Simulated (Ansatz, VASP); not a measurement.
Two plane-wave programs on HfC

The input INCAR:

```
SYSTEM = HfC
PREC = Accurate
ENCUT = 520
EDIFF = 1E-8
ISMEAR = -1
SIGMA = 0.05
LREAL = .FALSE.
LASPH = .TRUE.
NELM = 80
ALGO = Normal
ISIF = 2
LWAVE = .FALSE.
LCHARG = .FALSE.
GGA = PS
LEFG = .TRUE.
NBANDS = 14
```

File KPOINTS:

```
Automatic mesh
0
G
  11 11 11
  0 0 0
```

POSCAR

```
HfC
1.0
    0.0000000000      2.3250000000      2.3250000000
    2.3250000000      0.0000000000      2.3250000000
    2.3250000000      2.3250000000      0.0000000000
Hf C
1 1
Direct
    0.4400000000      0.4400000000      0.5600000000
    0.0600000000      0.0600000000     -0.0600000000
```

Input for Ansatz:

```yaml
crystal:
  lattice:
    - [0.0, 2.325, 2.325]
    - [2.325, 0.0, 2.325]
    - [2.325, 2.325, 0.0]
  atoms:
    - { symbol: Hf, position: [0.44, 0.44, 0.56] }
    - { symbol: C, position: [0.06, 0.06, -0.06] }
kpoints:
  mp_grid: { grid: [11, 11, 11] }
scf:
  occupations: { method: fermi_dirac, width: 0.05 }
hamiltonian:
  xc: pbesol
  pseudopotentials: { kind: paw }
output:
  forces: true
  stress: true
  eigenvalues: true
  efg: { contact_densities: true }
  populations: true
  write_density: true
  write_potential: true
  elf: true
  volumetric_format: npy
```

Change from the starting cell: shortest bond scaled by 0.76, PAW files.

Alike in both runs: task electric field gradients; functional PBEsol; k mesh 11 × 11 × 11; occupations fermi-dirac, width 0.05 eV; no spin polarisation.

|  | VASP | Ansatz |
| --- | --- | --- |
| version | VASP 6.6.1 | Ansatz 0.2.0 |
| potentials or method | VASP PAW PBE potentials, release 64 (Hf_pv, C) | PAW with Ansatz's default frozen-core files, scalar-relativistic |
| plane-wave cutoff (eV) | 520 | 420 |
| valence electrons in the cell | 14 | 30 |

Ansatz gave:

* pressure (GPa): 29.2
* traceless stress, the component that is largest in VASP (GPa): 75.50
* rms of the force components (eV/Å): 6.227
* size of Vzz on the site where it differs most (V/Å²): 212.0

Estimate VASP's values.

pressure (GPa): 30.0; traceless stress, the component that is largest in VASP (GPa): 77.54; rms of the force components (eV/Å): 6.380; size of Vzz on the site where it differs most (V/Å²): 172.9.

VASP's potentials were made for PBE, not for PBEsol. Atom by atom the forces differ by 0.153 eV/Å (rms over components). Both programs put the cell under a high pressure, so it lies far from rest at this level. VASP's potentials hold 14 valence electrons a cell and Ansatz's 30, so a difference there can come from the potentials and not from the codes.

Spin-orbit coupling is off throughout.
